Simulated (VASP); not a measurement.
Wanted: the native input for a VASP 6.6.1 run.

```
Task                    : single point
Functional              : LDA
Potentials or basis     : VASP PAW LDA potentials, release 64 (K_sv)
Cutoff                  : 520 eV
k mesh                  : 8 × 8 × 8
Occupations             : gaussian, width 0.05 eV
Spin                    : no spin polarisation
Dipole correction       : no
k mesh for the DOS      : 12 × 12 × 12
Occupations for the DOS : tetrahedron
Further INCAR settings  : ALGO = Fast; EDIFF = 1e-06
```

The system is K.

```
CELL_PARAMETERS angstrom
4.31044 0.00000 0.00000
0.00000 4.31044 0.00000
0.00000 0.00000 4.31044
ATOMIC_POSITIONS crystal
K 0.00000 0.00000 0.00000
```

This isn't the form of K at room conditions, which is bcc.

These files were run (other wordings do the same):

POSCAR

```
K
1.0
    4.3104394900      0.0000000000      0.0000000000
    0.0000000000      4.3104394900      0.0000000000
    0.0000000000      0.0000000000      4.3104394900
K
1
Direct
    0.0000000000      0.0000000000      0.0000000000
```

INCAR.step1

```
SYSTEM = K
PREC = Accurate
ENCUT = 520
EDIFF = 1E-6
ISMEAR = 0
SIGMA = 0.05
LREAL = .FALSE.
LASPH = .TRUE.
NELM = 80
ALGO = Fast
ISIF = 2
LWAVE = .FALSE.
LCHARG = .TRUE.
NBANDS = 10
```

KPOINTS.step1

```
Automatic mesh
0
G
  8 8 8
  0 0 0
```

INCAR.step2

```
SYSTEM = K
PREC = Accurate
ENCUT = 520
EDIFF = 1E-6
ISMEAR = -5
SIGMA = 0.05
LREAL = .FALSE.
LASPH = .TRUE.
NELM = 80
ALGO = Fast
ISIF = 2
LWAVE = .FALSE.
LCHARG = .FALSE.
LORBIT = 10
NEDOS = 2001
ICHARG = 11
```

KPOINTS.step2

```
Automatic mesh
0
G
  12 12 12
  0 0 0
```

Potentials or basis: VASP PAW LDA potentials, release 64 (K_sv).

Run with:

```console
$ cat potpaw_LDA.64/K_sv/POTCAR > POTCAR
$ cp INCAR.step1 INCAR
$ cp KPOINTS.step1 KPOINTS
$ mpirun -np 1 vasp_std > vasp.out
$ cp INCAR.step2 INCAR
$ cp KPOINTS.step2 KPOINTS
$ mpirun -np 1 vasp_std > vasp.out
```

It gave:

- Valence electrons inside the program's atomic spheres: K 7.52

It took 56 s on 1 thread of AMD EPYC 7R43 64-Core Processor (Zen 3), with other jobs on the host, peak memory 0.14 GiB.
